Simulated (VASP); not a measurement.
# Ca (Pm-3m) in VASP: single point with PBE

Aim: the single point of Ca with PBE.

Everything below comes from runs of VASP 6.6.1. Logs are shortened: lines on timing, memory, paths and dates and some standing lists are left out, and cuts for length are marked.

### Step 1. The cell of the first run

The structure is cubic, space group Pm-3m (No. 221). The conventional cell has a = 2.615 Å, b = 2.615 Å, c = 2.615 Å, α = 90.00°, β = 90.00°, γ = 90.00°. Within 3.4 Å of Ca (site symmetry m-3m) lie 6 Ca at 2.62 Å.

### Step 2. Single point, PBE

File INCAR:

```
SYSTEM = Ca
ALGO = Normal
EDIFF = 1E-6
ENCUT = 520
GGA = PE
ISIF = 2
ISMEAR = 1
LASPH = .True.
LCHARG = .True.
LELF = .True.
LREAL = .False.
LVHAR = .True.
LWAVE = .False.
NBANDS = 11
NELM = 80
PREC = Accurate
SIGMA = 0.1
```

File KPOINTS:

```
k-points
0
Gamma
  10 10 10
  0 0 0
```

File POSCAR:

```
Ca
1.0
    2.6150000000      0.0000000000      0.0000000000
    0.0000000000      2.6150000000      0.0000000000
    0.0000000000      0.0000000000      2.6150000000
Ca
1
Direct
    0.0000000000      0.0000000000      0.0000000000
```

Potentials or basis: VASP PAW PBE potentials, release 64 (Ca_sv).

Started as:

```
> cat potpaw_PBE.64/Ca_sv/POTCAR > POTCAR
> mpirun -np 1 vasp_std > vasp.out
```

OUTCAR:

```text
SYSTEM = Ca
   EDIFF = 1E-6
   ENCUT = 520
   GGA = PE
   ISIF = 2
   ISMEAR = 1
   LASPH = .True.
   LREAL = .False.
   NELM = 80
   PREC = Accurate

 ion  position               nearest neighbor table
   1  0.000  0.000  0.000-

  LATTYP: Found a simple cubic cell.
 ALAT       =     2.6150000000

  Lattice vectors:

 A1 = (   2.6150000000,   0.0000000000,   0.0000000000)
 A2 = (   0.0000000000,   2.6150000000,   0.0000000000)
 A3 = (   0.0000000000,   0.0000000000,   2.6150000000)

Analysis of symmetry for initial positions (statically):
=====================================================================
 Subroutine PRICEL returns:
 Original cell was already a primitive cell.

 Routine SETGRP: Setting up the symmetry group for a
 simple cubic supercell.

 Subroutine GETGRP returns: Found 48 space group operations
 (whereof 48 operations were pure point group operations)
 out of a pool of 48 trial point group operations.

The static configuration has the point symmetry O_h .

Analysis of symmetry for dynamics (positions and initial velocities):
=====================================================================
 Subroutine PRICEL returns:
 Original cell was already a primitive cell.

 Routine SETGRP: Setting up the symmetry group for a
 simple cubic supercell.

 Subroutine GETGRP returns: Found 48 space group operations
 (whereof 48 operations were pure point group operations)
 out of a pool of 48 trial point group operations.

The dynamic configuration has the point symmetry O_h .

 Subroutine INISYM returns: Found 48 space group operations
 (whereof 48 operations are pure point group operations),
 and found     1 'primitive' translations

----------------------------------------------------------------------------------------

                                     Primitive cell

  volume of cell :      17.8820

  direct lattice vectors                    reciprocal lattice vectors
     2.615000000  0.000000000  0.000000000     0.382409178  0.000000000  0.000000000
     0.000000000  2.615000000  0.000000000     0.000000000  0.382409178  0.000000000
     0.000000000  0.000000000  2.615000000     0.000000000  0.000000000  0.382409178

  length of vectors
     2.615000000  2.615000000  2.615000000     0.382409178  0.382409178  0.382409178

  position of ions in fractional coordinates (direct lattice)
     0.000000000  0.000000000  0.000000000

  ion indices of the primitive-cell ions
   primitive index   ion index
                 1           1

----------------------------------------------------------------------------------------

 KPOINTS: k-points

Automatic generation of k-mesh.
 Grid dimensions read from file:
 generate k-points for:   10   10   10

 Generating k-lattice:

  Cartesian coordinates                     Fractional coordinates (reciprocal lattice)
     0.038240918  0.000000000  0.000000000     0.100000000  0.000000000  0.000000000
     0.000000000  0.038240918  0.000000000     0.000000000  0.100000000  0.000000000
     0.000000000  0.000000000  0.038240918     0.000000000  0.000000000  0.100000000

  Length of vectors
     0.038240918  0.038240918  0.038240918

  Shift w.r.t. Gamma in fractional coordinates (k-lattice)
     0.000000000  0.000000000  0.000000000

 Subroutine IBZKPT returns following result:
 ===========================================

 Found     56 irreducible k-points:

 Following reciprocal coordinates:
            Coordinates               Weight
  0.000000  0.000000  0.000000      1.000000
  0.100000  0.000000  0.000000      6.000000
  0.200000  0.000000  0.000000      6.000000
  0.300000  0.000000  0.000000      6.000000
  0.400000  0.000000  0.000000      6.000000
  0.500000  0.000000  0.000000      3.000000
[... 16 lines left out ...]
  0.200000  0.100000  0.100000     24.000000
  0.300000  0.100000  0.100000     24.000000
 [... further k-points ...]
   k-points           NKPTS =     56   k-points in BZ     NKDIM =     56   number of bands    NBANDS=     11
   number of dos      NEDOS =    301   number of ions     NIONS =      1
   total plane-waves  NPLWV =   8000
   dimension x,y,z NGX =    20 NGY =   20 NGZ =   20
   dimension x,y,z NGXF=    40 NGYF=   40 NGZF=   40
   ions per type =               1
   NGX,Y,Z   is equivalent  to a cutoff of  12.71, 12.71, 12.71 a.u.
   NGXF,Y,Z  is equivalent  to a cutoff of  25.43, 25.43, 25.43 a.u.
 SYSTEM =  Ca
   PREC   = accura    normal or accurate (medium, high low for compatibility)
   ISTART =      0    job   : 0-new  1-cont  2-samecut
   ICHARG =      2    charge: 1-file 2-atom 10-const
   ISPIN  =      1    spin polarized calculation?
   LNONCOLLINEAR =      F non collinear calculations
   LSORBIT =      F    spin-orbit coupling
   LASPH  =      T    aspherical Exc in radial PAW
   ENCUT  =  520.0 eV  38.22 Ry    6.18 a.u.   4.86  4.86  4.86*2*pi/ulx,y,z
   NELM   =     80;   NELMIN=  2; NELMDL= -5     # of ELM steps
   EDIFF  = 0.1E-05   stopping-criterion for ELM
   LREAL  =      F    real-space projection
   EDIFFG = 0.1E-04   stopping-criterion for IOM
   NSW    =      0    number of steps for IOM
   IBRION =     -1    ionic relax: 0-MD 1-quasi-New 2-CG
   NFREE  =      0    steps in history (QN), initial steepest desc. (CG)
   ISIF   =      2    stress and relaxation
   ISYM   =      2    0-nonsym 1-usesym 2-fastsym
   POTIM  = 0.5000    time-step for ionic-motion
   TEBEG  =    0.0;   TEEND  =   0.0 temperature during run
   PSTRESS=    0.0 pullay stress
   NELECT =      10.0000    total number of electrons
   NUPDOWN=      -1.0000    fix difference up-down
   EMIN   =  10.00;   EMAX   =-10.00  energy-range for DOS
   EFERMI =   0.00;   METHOD = LEGACY
   ISMEAR =     1;   SIGMA  =   0.10  broadening in eV -4-tet -1-fermi 0-gaus
   EFERMI_NEDOS =   21; number of points for ismear=-14 and -15
   IALGO  =     38    algorithm
   IMIX   =      4    mixing-type and parameters
     AMIX     =   0.40;   BMIX     =  1.00
     AMIX_MAG =   1.60;   BMIX_MAG =  1.00
  volume/ion in A,a.u.               =      17.88       120.67
  Fermi-wavevector in a.u.,A,eV,Ry     =   1.348766  2.548797 24.751291  1.819169
  Thomas-Fermi vector in A             =   2.476408
   LORBIT       =      0    0 simple, 1 ext, 2 COOP (PROOUT), +10 PAW based schemes
   GGA     = PE    functional components
   LHFCALC =     F    Hartree Fock is set to
   AEXX    =    0.0000 exact exchange contribution
   IVDW    =     0    specifies the selected vdW correction
   LEPSILON=     F    determine dielectric tensor
   LRPA    =     F    only Hartree local field effects (RPA)
 non-spin polarized calculation
 Methfessel and Paxton  Order N= 1 SIGMA  =   0.10
  energy-cutoff  :      520.00
  volume of cell :       17.88
 maximum number of plane-waves:       500
 NGX is ok and might be reduce to    20
   NGX =  9   NGY =  9   NGZ =  9

 number of electron      10.0000002 magnetization

 Free energy of the ion-electron system (eV)
  ---------------------------------------------------
  ext. energy  EPLUGINS =         0.00000000
  ---------------------------------------------------
  free energy    TOTEN  =         0.20987981 eV

  energy without entropy =        0.20966629  energy(sigma->0) =        0.20980863

 E-fermi :   6.5283     XC(G=0): -10.9707

 val. band max:        6.3062519349   @ k =   0.5000   0.4000   0.4000
 cond. band min:       6.5451795029   @ k =   0.0000   0.0000   0.0000
 fundamental gap:      0.2389275681
 Fermi energy:         6.5283333741

 k-point     1 :       0.0000    0.0000    0.0000
  band No.  band energies     occupation
      1     -35.0356      2.00000
      2     -14.6694      2.00000
      3     -14.6694      2.00000
      4     -14.6694      2.00000
      5       2.2999      2.00000
      6       6.5452      0.71931
      7       6.5452      0.71930
      8      14.3886      0.00000
      9      14.3886      0.00000
     10      14.3886      0.00000
     11      23.5383      0.00000

 k-point     2 :       0.1000    0.0000    0.0000
  band No.  band energies     occupation
      1     -34.9946      2.00000
      2     -14.9376      2.00000
      3     -14.6467      2.00000
      4     -14.6467      2.00000
      5       2.6174      2.00000
      6       6.6422     -0.06834
      7       6.8773     -0.00001
      8      13.9555      0.00000
      9      13.9555      0.00000
     10      14.4190      0.00000
     11      22.0851      0.00000

 k-point     3 :       0.2000    0.0000    0.0000
  band No.  band energies     occupation
      1     -34.8855      2.00000
      2     -15.5997      2.00000
      3     -14.5865      2.00000
      4     -14.5865      2.00000
      5       3.4375      2.00000
      6       6.9085     -0.00000
      7       7.7234     -0.00000
      8      12.9885      0.00000
      9      12.9885      0.00000
     10      14.4995      0.00000
     11      19.8565      0.00000

 k-point     4 :       0.3000    0.0000    0.0000
  band No.  band energies     occupation
      1     -34.7462      2.00000
      2     -16.3542      2.00000
      3     -14.5109      2.00000
      4     -14.5109      2.00000
      5       4.5400      2.00000
      6       7.2666     -0.00000
      7       8.5120     -0.00000
      8      12.0012      0.00000
      9      12.0012      0.00000
     10      14.6010      0.00000
     11      18.4019      0.00000
[... 239 lines left out ...]
 k-point    22 :       0.1000    0.1000    0.1000
  band No.  band energies     occupation
      1     -34.9136      2.00000
      2     -14.9331      2.00000
      3     -14.8636      2.00000
      4     -14.8636      2.00000
      5       3.2241      2.00000
      6       7.1853     -0.00000
      7       7.1853     -0.00000
      8      13.3808      0.00000
      9      13.6158      0.00000
     10      13.6158      0.00000
     11      22.9511      0.00000

 k-point    23 :       0.2000    0.1000    0.1000
  band No.  band energies     occupation
      1     -34.8058      2.00000
      2     -15.5401      2.00000
      3     -14.8373      2.00000
      4     -14.7986      2.00000
      5       3.9771      2.00000
      6       7.4407     -0.00000
      7       8.0166     -0.00000
      8      12.5340      0.00000
      9      12.5735      0.00000
     10      13.6844      0.00000
     11      20.7520      0.00000

 k-point    24 :       0.3000    0.1000    0.1000
  band No.  band energies     occupation
      1     -34.6683      2.00000
      2     -16.2804      2.00000
      3     -14.7530      2.00000
      4     -14.7170      2.00000
      5       4.9584      2.00000
      6       7.7956     -0.00000
      7       8.5944      0.00000
      8      11.4255      0.00000
      9      12.1329      0.00000
     10      13.8298      0.00000
     11      19.0587      0.00000

 [... further k-points ...]
[... 5 lines left out ...]
  --------------------------------------------------------------------------------------
  -------------------------------------------------------------------------------------
  Total        4.8240515      4.8240515      4.8240515      0.0000000      0.0000000      0.0000000
  in kB      432.2225630    432.2225630    432.2225630      0.0000000      0.0000000      0.0000000
  external PRESSURE =     432.2225630 kB  Pullay stress =       0.0000000 kB

 VOLUME and BASIS-vectors are now :
 -----------------------------------------------------------------------------
  energy-cutoff  :      520.00
  volume of cell :       17.88
      direct lattice vectors                 reciprocal lattice vectors
     2.615000000  0.000000000  0.000000000     0.382409178  0.000000000  0.000000000
     0.000000000  2.615000000  0.000000000     0.000000000  0.382409178  0.000000000
     0.000000000  0.000000000  2.615000000     0.000000000  0.000000000  0.382409178

 POSITION                                       TOTAL-FORCE (eV/Angst)
 -----------------------------------------------------------------------------------
      0.00000      0.00000      0.00000         0.000000      0.000000      0.000000
 -----------------------------------------------------------------------------------
    total drift:                               -0.000000      0.000000      0.000000

  FREE ENERGIE OF THE ION-ELECTRON SYSTEM (eV)
  ---------------------------------------------------
  free  energy   TOTEN  =         0.2098798071 eV

  energy  without entropy=        0.2096662890  energy(sigma->0) =        0.20980863
```

Run time: 11 s. Hardware: 1 thread of Intel Xeon Platinum 8175M at 2.50GHz (Skylake/Cascade Lake), shared host; peak memory 0.13 GiB.

What came out:

```
Free energy            : 0.2099 eV
Pressure               : 43.2 GPa
Band gap on the k mesh : zero (band 5 reaches 7.02 eV, above the bottom of band 6 at 5.97 eV)
```
